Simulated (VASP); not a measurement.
A run of VASP 6.6.1 is set up as follows.

Contents of INCAR:

```
SYSTEM = Sb
PREC = Accurate
ENCUT = 520
EDIFF = 1E-7
ISMEAR = -1
SIGMA = 0.08
LREAL = .FALSE.
LASPH = .TRUE.
NELM = 60
ALGO = Normal
ISIF = 2
LWAVE = .FALSE.
LCHARG = .FALSE.
NBANDS = 8
```

File KPOINTS:

```
regular mesh
0
G
  14 14 14
  0 0 0
```

File POSCAR:

```
Sb
1.0
   -1.8026596591      1.8026596591      1.8026596591
    1.8026596591     -1.8026596591      1.8026596591
    1.8026596591      1.8026596591     -1.8026596591
Sb
1
Direct
    0.0000000000      0.0000000000      0.0000000000
```

Potentials or basis: VASP PAW LDA potentials, release 64 (Sb).

Command:

```bash
$ cat potpaw_LDA.64/Sb/POTCAR > POTCAR
$ mpirun -np 1 vasp_std > vasp.out
```

**Question.** Estimate the pressure.

**Answer.** 7.6 GPa.
